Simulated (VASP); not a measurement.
# RbCl (Fm-3m) in VASP: further runs, part 2 of 2

VASP 6.6.1.

### Step 4. Elastic constants, LDA

This run uses another cell than the first one, of 32.42 Å³/atom.

Input file INCAR:

```
SYSTEM = RbCl
PREC = Accurate
ENCUT = 500
EDIFF = 1E-8
ISMEAR = 0
SIGMA = 0.01
LREAL = .False.
LASPH = .True.
NELM = 120
ALGO = Normal
ISIF = 3
LWAVE = .False.
LCHARG = .False.
IBRION = 6
NFREE = 2
POTIM = 0.015
NSW = 1
GGA_COMPAT = .False.
```

Input file KPOINTS:

```
regular mesh
0
Gamma
  6 6 6
  0 0 0
```

Input file POSCAR:

```
RbCl
1.0
    0.0000000000      3.1885415940      3.1885415940
    3.1885415940      0.0000000000      3.1885415940
    3.1885415940      3.1885415940      0.0000000000
Rb Cl
1 1
Direct
    0.0000000000      0.0000000000      0.0000000000
    0.5000000000      0.5000000000      0.5000000000
```

Potentials or basis: VASP PAW LDA potentials, release 64 (Rb_sv, Cl).

Started as:

```console
$ cat potpaw_LDA.64/Rb_sv/POTCAR potpaw_LDA.64/Cl/POTCAR > POTCAR
$ mpirun -np 1 vasp_std > vasp.out
```

OUTCAR:

```text
SYSTEM = RbCl
   PREC = Accurate
   ENCUT = 500
   EDIFF = 1E-8
   ISMEAR = 0
   LREAL = .False.
   LASPH = .True.
   NELM = 120
   ISIF = 3
   IBRION = 6
   NFREE = 2
   POTIM = 0.015
   NSW = 1

 ion  position               nearest neighbor table
   1  0.000  0.000  0.000-   2 3.19   2 3.19   2 3.19   2 3.19   2 3.19   2 3.19
   2  0.500  0.500  0.500-   1 3.19   1 3.19   1 3.19   1 3.19   1 3.19   1 3.19

  LATTYP: Found a face centered cubic cell.
 ALAT       =     6.3770831880

  Lattice vectors:

 A1 = (   0.0000000000,   3.1885415940,   3.1885415940)
 A2 = (   3.1885415940,   0.0000000000,   3.1885415940)
 A3 = (   3.1885415940,   3.1885415940,   0.0000000000)

Analysis of symmetry for initial positions (statically):
=====================================================================
[... 774 lines left out ...]
  x     0.00000     0.00000     0.00000     0.00000     0.00000     0.00000
  y     0.00000     0.00000     0.00000     0.00000     0.00000     0.00000
  z     0.00000     0.00000     0.00000     0.00000     0.00000     0.00000

 INTERNAL STRAIN TENSOR FOR ION    2 for displacements in x,y,z  (eV/Angst):
          X           Y           Z          XY          YZ          ZX
  --------------------------------------------------------------------------------
  x     0.00000     0.00000     0.00000     0.00000     0.00000     0.00000
  y     0.00000     0.00000     0.00000     0.00000     0.00000     0.00000
  z     0.00000     0.00000     0.00000     0.00000     0.00000     0.00000

 Eigenvectors and eigenvalues of the dynamical matrix
 ----------------------------------------------------

   1 f  =    3.985766 THz    25.043305 2PiTHz  132.950835 cm-1    16.483795 meV
             X         Y         Z           dx          dy          dz
      0.000000  0.000000  0.000000    -0.000000    0.542275    0.000000
      3.188542  3.188542  3.188542     0.000000   -0.840201    0.000000
[... 21 lines left out ...]
   6 f/i=    0.003812 THz     0.023950 2PiTHz    0.127148 cm-1     0.015764 meV
             X         Y         Z           dx          dy          dz
      0.000000  0.000000  0.000000     0.331818    0.512592    0.577134
      3.188542  3.188542  3.188542     0.214159    0.330833    0.372489

--------------------------------------------------------------------------------------------------------

 ELASTIC MODULI CONTR FROM IONIC RELAXATION (kBar)
 Direction    XX          YY          ZZ          XY          YZ          ZX
 --------------------------------------------------------------------------------
 XX           0.0000      0.0000      0.0000      0.0000      0.0000      0.0000
 YY           0.0000      0.0000      0.0000      0.0000      0.0000      0.0000
 ZZ           0.0000      0.0000      0.0000      0.0000      0.0000      0.0000
 XY           0.0000      0.0000      0.0000      0.0000      0.0000      0.0000
 YZ           0.0000      0.0000      0.0000      0.0000      0.0000      0.0000
 ZX           0.0000      0.0000      0.0000      0.0000      0.0000      0.0000
 --------------------------------------------------------------------------------

 TOTAL ELASTIC MODULI (kBar)
 Direction    XX          YY          ZZ          XY          YZ          ZX
 --------------------------------------------------------------------------------
 XX         549.8180     60.2699     60.2699      0.0000      0.0000      0.0000
 YY          60.2699    549.8180     60.2699      0.0000     -0.0000     -0.0000
 ZZ          60.2699     60.2699    549.8180      0.0000     -0.0000      0.0000
 XY           0.0000      0.0000      0.0000     49.1909      0.0000      0.0000
 YZ           0.0000     -0.0000     -0.0000      0.0000     49.1909      0.0000
 ZX           0.0000     -0.0000      0.0000      0.0000      0.0000     49.1909
 --------------------------------------------------------------------------------
```

stdout:

```text
POSCAR found type information on POSCAR RbCl
 POSCAR found :  2 types and       2 ions
 scaLAPACK will be used
 LDA part: xc-table for (Slater(with rela. corr.)+CA(PZ))
 , standard interpolation
 POSCAR, INCAR and KPOINTS ok, starting setup
 FFT: planning ... GRIDC
 FFT: planning ... GRID_SOFT
 FFT: planning ... GRID
 WAVECAR not read
 entering main loop
 Found     2 degrees of freedom:
 Adding 6 more for cell shape distortion
 Finite differences POTIM= 0.01500 DOF=   8
 bond charge predicted
 Finite differences progress:
 bond charge predicted
 Finite differences progress:
 bond charge predicted
 Finite differences progress:
 bond charge predicted
 Finite differences progress:
 bond charge predicted
 Finite differences progress:
 bond charge predicted
 Finite differences progress:
 bond charge predicted
 Finite differences progress:
 bond charge predicted
 Finite differences progress:
 bond charge predicted
 Finite differences progress:
 bond charge predicted
 Finite differences progress:
 bond charge predicted
 Finite differences progress:
 bond charge predicted
 Finite differences progress:
 bond charge predicted
 Finite differences progress:
 bond charge predicted
 Finite differences progress:
 bond charge predicted
 Finite differences progress:
 bond charge predicted
 Finite differences progress:
```

Wall time 2.8 min (1 thread of Intel Xeon 6975P-C (Granite Rapids), shared host); peak memory 0.25 GiB.

What came out:

- Elastic constants C11, C12, C44: 55, 6, 5 GPa
- Voigt bulk modulus: 22 GPa
- Highest phonon frequency at Γ, LO-TO splitting left out: 133 cm⁻¹

Phonon frequencies in cm⁻¹ (negative: imaginary):
| q point | frequencies |
| --- | --- |
| (0.000, 0.000, 0.000) | 0 0 0 133 133 133 |

Elastic tensor in Voigt notation (GPa, in the Cartesian axes of the cell as first typed):
```
55  6  6  0  0  0
 6 55  6  0  0  0
 6  6 55  0  0  0
 0  0  0  5  0  0
 0  0  0  0  5  0
 0  0  0  0  0  5
```

Clamped-ion elastic tensor (GPa):
```
55  6  6  0  0  0
 6 55  6  0  0  0
 6  6 55  0  0  0
 0  0  0  5  0  0
 0  0  0  0  5  0
 0  0  0  0  0  5
```

### Step 5. Elastic constants, LDA

This run uses another cell than the first one, of 32.42 Å³/atom.

Input file INCAR:

```
SYSTEM = RbCl
PREC = Accurate ; ENCUT = 500
EDIFF = 1E-8 ; ISMEAR = 0
SIGMA = 0.01 ; LREAL = .FALSE.
LASPH = .TRUE. ; NELM = 120
ALGO = Normal ; ISIF = 3
LWAVE = .FALSE. ; LCHARG = .FALSE.
GGA = CA ; IBRION = 6
NFREE = 2 ; POTIM = 0.015
NSW = 1 ; GGA_COMPAT = .FALSE.
```

Input file KPOINTS:

```
Automatic mesh
0
G
  6 6 6
  0 0 0
```

POSCAR is that of step 4.

Started as:

```console
$ cat potpaw_LDA.64/Rb_sv/POTCAR potpaw_LDA.64/Cl/POTCAR > POTCAR
$ mpirun -np 1 vasp_std > vasp.out
```

Wall time 2.6 min (1 thread of Intel Xeon 6975P-C (Granite Rapids), shared host); peak memory 0.25 GiB.

Results (log left out):

```yaml
Elastic_constants_C11_C12_C44: 55, 6, 5 GPa
Voigt_bulk_modulus: 22 GPa
Highest_phonon_frequency_at_Γ_LO-TO_splitting_left_out: 133 cm⁻¹
```

Phonon frequencies in cm⁻¹ (negative: imaginary):
```csv
q point,frequencies
"(0.000, 0.000, 0.000)",0 0 0 133 133 133
```

Elastic tensor in Voigt notation (GPa, in the Cartesian axes of the cell as first typed):
```
55  6  6  0  0  0
 6 55  6  0  0  0
 6  6 55  0  0  0
 0  0  0  5  0  0
 0  0  0  0  5  0
 0  0  0  0  0  5
```

Clamped-ion elastic tensor (GPa):
```
55  6  6  0  0  0
 6 55  6  0  0  0
 6  6 55  0  0  0
 0  0  0  5  0  0
 0  0  0  0  5  0
 0  0  0  0  0  5
```
